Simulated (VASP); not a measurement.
# C in VASP: settings compared, part 2 of 2

VASP 6.6.1.

### Step 4. Single point, LDA (volume scaled by 0.94)

The input, INCAR:

```
SYSTEM = C
PREC = Accurate
ENCUT = 520
EDIFF = 1E-6
ISMEAR = -1
SIGMA = 0.05
LREAL = .FALSE.
LASPH = .TRUE.
NELM = 100
ALGO = Normal
ISIF = 2
LWAVE = .FALSE.
LCHARG = .TRUE.
LELF = .TRUE.
LVHAR = .TRUE.
NBANDS = 16
```

The input, KPOINTS:

```
Automatic mesh
0
G
  12 12 2
  0 0 0
```

The input, POSCAR:

```
C
1.0
    2.4060863447      0.0000000000      0.0000000000
   -1.2030431724      2.0837318983      0.0000000000
    0.0000000000      0.0000000000     23.6412921296
C
4
Direct
    0.6666666667      0.3333333333      0.5704754400
    0.3333333333      0.6666666667      0.4295245600
    0.0000000000      0.0000000000      0.4295312300
    0.0000000000      0.0000000000      0.5704687700
```

Potentials or basis: VASP PAW LDA potentials, release 64 (C).

Run with:

```bash
$ cat potpaw_LDA.64/C/POTCAR > POTCAR
$ mpirun -np 1 vasp_std > vasp.out
```

OUTCAR:

```text
SYSTEM = C
   PREC = Accurate
   ENCUT = 520
   EDIFF = 1E-6
   ISMEAR = -1
   LREAL = .FALSE.
   LASPH = .TRUE.
   NELM = 100
   ISIF = 2

 ion  position               nearest neighbor table
   1  0.667  0.333  0.570-   4 1.39   4 1.39   4 1.39
   2  0.333  0.667  0.430-   3 1.39   3 1.39   3 1.39
   3  0.000  0.000  0.430-   2 1.39   2 1.39   2 1.39
   4  0.000  0.000  0.570-   1 1.39   1 1.39   1 1.39

  LATTYP: Found a hexagonal cell.
 ALAT       =     2.4060863447
 C/A-ratio  =     9.8256208393

  Lattice vectors:

 A1 = (   2.4060863447,   0.0000000000,   0.0000000000)
 A2 = (  -1.2030431724,   2.0837318983,   0.0000000000)
 A3 = (   0.0000000000,   0.0000000000,  23.6412921296)

Analysis of symmetry for initial positions (statically):
=====================================================================
 Subroutine PRICEL returns:
 Original cell was already a primitive cell.

 Routine SETGRP: Setting up the symmetry group for a
 hexagonal supercell.
[... 165 lines left out ...]
  ext. energy  EPLUGINS =         0.00000000
  ---------------------------------------------------
  free energy    TOTEN  =       -40.31110498 eV

  energy without entropy =      -40.30915973  energy(sigma->0) =      -40.31013235

 E-fermi :  -1.7030     XC(G=0):  -3.4534

 val. band max:       -1.7030701640   @ k =   0.3333   0.3333   0.5000
 cond. band min:      -1.3395234509   @ k =   0.3333   0.3333   0.0000
 fundamental gap:      0.3635467131
 Fermi energy:        -1.7030350929

 k-point     1 :       0.0000    0.0000    0.0000
  band No.  band energies     occupation
      1     -21.6544      2.00000
      2     -21.4907      2.00000
      3     -10.3429      2.00000
      4      -9.3129      2.00000
      5      -4.6850      2.00000
      6      -4.6850      2.00000
[... 433 lines left out ...]
      3     -11.4435      2.00000
      4     -11.3741      2.00000
      5      -7.6263      2.00000
      6      -7.6009      2.00000
[... 8 lines left out ...]
     15       6.8183      0.00000
     16       7.0851      0.00000

 [... further k-points ...]
[... 5 lines left out ...]
  --------------------------------------------------------------------------------------
  -------------------------------------------------------------------------------------
  Total        4.9432312      4.9432312     -0.0745631     -0.0000000      0.0000000      0.0000000
  in kB       66.8185810     66.8185810     -1.0078833     -0.0000000      0.0000000      0.0000000
  external PRESSURE =      44.2097595 kB  Pullay stress =       0.0000000 kB

 VOLUME and BASIS-vectors are now :
 -----------------------------------------------------------------------------
  energy-cutoff  :      520.00
  volume of cell :      118.53
      direct lattice vectors                 reciprocal lattice vectors
     2.406086345  0.000000000  0.000000000     0.415612682  0.239954094  0.000000000
    -1.203043172  2.083731898  0.000000000     0.000000000  0.479908188  0.000000000
     0.000000000  0.000000000 23.641292130     0.000000000  0.000000000  0.042298872

 POSITION                                       TOTAL-FORCE (eV/Angst)
 -----------------------------------------------------------------------------------
      1.20304      0.69458     13.48678        -0.000000      0.000000      0.004543
     -0.00000      1.38915     10.15452         0.000000     -0.000000     -0.004543
      0.00000      0.00000     10.15467        -0.000000      0.000000      0.017960
      0.00000      0.00000     13.48662         0.000000     -0.000000     -0.017960
 -----------------------------------------------------------------------------------
    total drift:                               -0.000000      0.000000      0.000000

  FREE ENERGIE OF THE ION-ELECTRON SYSTEM (eV)
  ---------------------------------------------------
  free  energy   TOTEN  =       -40.3111049822 eV

  energy  without entropy=      -40.3091597270  energy(sigma->0) =      -40.31013235
```

OSZICAR:

```text
N       E                     dE             d eps       ncg     rms          rms(c)
DAV:   1     0.111731435511E+03    0.11173E+03   -0.64040E+03  1224   0.781E+02
DAV:   2    -0.321538624741E+02   -0.14389E+03   -0.12852E+03  1880   0.192E+02
DAV:   3    -0.435271741432E+02   -0.11373E+02   -0.11255E+02  1536   0.597E+01
[... 12 lines left out ...]
DAV:  16    -0.403110760633E+02   -0.55397E-04   -0.14302E-06  1456   0.456E-03    0.322E-03
DAV:  17    -0.403110987159E+02   -0.22653E-04   -0.74095E-07  1336   0.293E-03    0.149E-03
DAV:  18    -0.403111033213E+02   -0.46054E-05   -0.95158E-08  1032   0.129E-03    0.693E-04
DAV:  19    -0.403111048206E+02   -0.14994E-05   -0.39999E-08  1048   0.824E-04    0.180E-04
DAV:  20    -0.403111049822E+02   -0.16151E-06   -0.36512E-09  1352   0.260E-04
   1 F= -.40311105E+02 E0= -.40310132E+02  d E =-.194526E-02
```

Run time: 86 s. Hardware: 1 thread of Intel Xeon Platinum 8488C (Sapphire Rapids), shared host; peak memory 0.2 GiB.

Results:

```yaml
Free_energy: -40.3111 eV
Largest_force: 0.018 eV/Å
Band_gap_on_the_k_mesh: zero (filled and empty bands touch)
```

Forces on the atoms (eV/Å):
```
C    0.000  0.000  0.005
C    0.000  0.000 -0.005
C    0.000  0.000  0.018
C    0.000  0.000 -0.018
```

Levels at points of the mesh, in eV from the Fermi level:
```
           k point  band 6  band 7  band 8  band 9  band 10  band 11
(0.00, 0.00, 0.00)   -2.98   -2.97   -2.97    3.29     3.83     4.42
(0.50, 0.00, 0.00)   -6.57   -2.70   -2.33    1.49     1.89     8.10
(0.00, 0.00, 0.50)   -2.98   -2.97   -2.97    3.30     3.82     4.49
(0.50, 0.00, 0.50)   -6.57   -2.70   -2.33    1.49     1.89     8.10
```

### Step 5. Single point, PBEsol (volume scaled by 0.94)

The input, INCAR:

```
PREC     = Accurate       # precision mode
ENCUT    = 520            # plane-wave cutoff, eV
EDIFF    = 1E-6           # SCF threshold, eV
ISMEAR   = -1             # smearing method
SIGMA    = 0.05           # smearing width, eV
LREAL    = False          # projectors in reciprocal space
LASPH    = True           # aspherical terms in the spheres
NELM     = 80             # most SCF steps
ALGO     = Normal         # electronic algorithm
ISIF     = 2              # what is computed and relaxed
LWAVE    = False          # write WAVECAR
LCHARG   = True           # write CHGCAR
GGA      = PS             # functional
LELF     = True           # ELF
LVHAR    = True         
NBANDS   = 16             # bands
```

The input, KPOINTS:

```
regular mesh
0
Gamma
  12 12 2
```

POSCAR is that of step 4.

Potentials or basis: VASP PAW PBE potentials, release 64 (C).

Run with:

```bash
$ cat potpaw_PBE.64/C/POTCAR > POTCAR
$ mpirun -np 1 vasp_std > vasp.out
```

Wall time 84 s (1 thread of Intel Xeon Platinum 8488C (Sapphire Rapids), shared host); peak memory 0.23 GiB.

It converged, with:

* Free energy: -38.4174 eV
* Largest force: 0.030 eV/Å
* Band gap on the k mesh: zero (filled and empty bands touch)

Forces in eV/Å, atoms in the order of the input:
```
C    0.000  0.000  0.030
C    0.000  0.000 -0.030
C    0.000  0.000 -0.010
C    0.000  0.000  0.010
```

Levels at points of the mesh, in eV from the Fermi level:
| k point | band 5 | band 6 | band 7 | band 8 | band 9 | band 10 | band 11 | band 12 |
| --- | --- | --- | --- | --- | --- | --- | --- | --- |
| (0.00, 0.00, 0.00) | -2.95 | -2.95 | -2.94 | -2.94 | 3.31 | 3.74 | 4.21 | 5.01 |
| (0.50, 0.00, 0.00) | -6.59 | -6.57 | -2.71 | -2.34 | 1.52 | 1.91 | 7.99 | 8.21 |
| (0.00, 0.00, 0.50) | -2.95 | -2.95 | -2.94 | -2.94 | 3.31 | 3.71 | 4.30 | 4.77 |
| (0.50, 0.00, 0.50) | -6.59 | -6.57 | -2.71 | -2.34 | 1.52 | 1.91 | 7.99 | 8.21 |

Caveat: the PAW data sets were made with another functional, which shifts forces and pressure a little.

### Step 6. Overview

| level | potentials or basis | cell | gap on the mesh (eV) | largest force (eV/Å) |
| --- | --- | --- | --- | --- |
| LDA | VASP PAW LDA potentials, release 64 (C) | a = 2.489, b = 2.489, c = 24.452 Å, angles 90.0, 90.0, 120.0°, 4 atoms | none | 0.03 |
| PBEsol | VASP PAW PBE potentials, release 64 (C) | a = 2.489, b = 2.489, c = 24.452 Å, angles 90.0, 90.0, 120.0°, 4 atoms | none | 0.02 |
| LDA | VASP PAW LDA potentials, release 64 (C) | a = 2.406, b = 2.406, c = 23.641 Å, angles 90.0, 90.0, 120.0°, 4 atoms | none | 0.02 |
| PBEsol | VASP PAW PBE potentials, release 64 (C) | a = 2.406, b = 2.406, c = 23.641 Å, angles 90.0, 90.0, 120.0°, 4 atoms | none | 0.03 |

Alike in all rows: task single point; no spin polarisation; k mesh 12 × 12 × 2; cutoff (eV) 520; smearing fermi-dirac 0.05 eV.

Caveats: the PAW data sets were made with another functional, which shifts forces and pressure a little (some runs).

Total energies depend on the potentials used, so only differences within one code and one set of settings carry meaning.
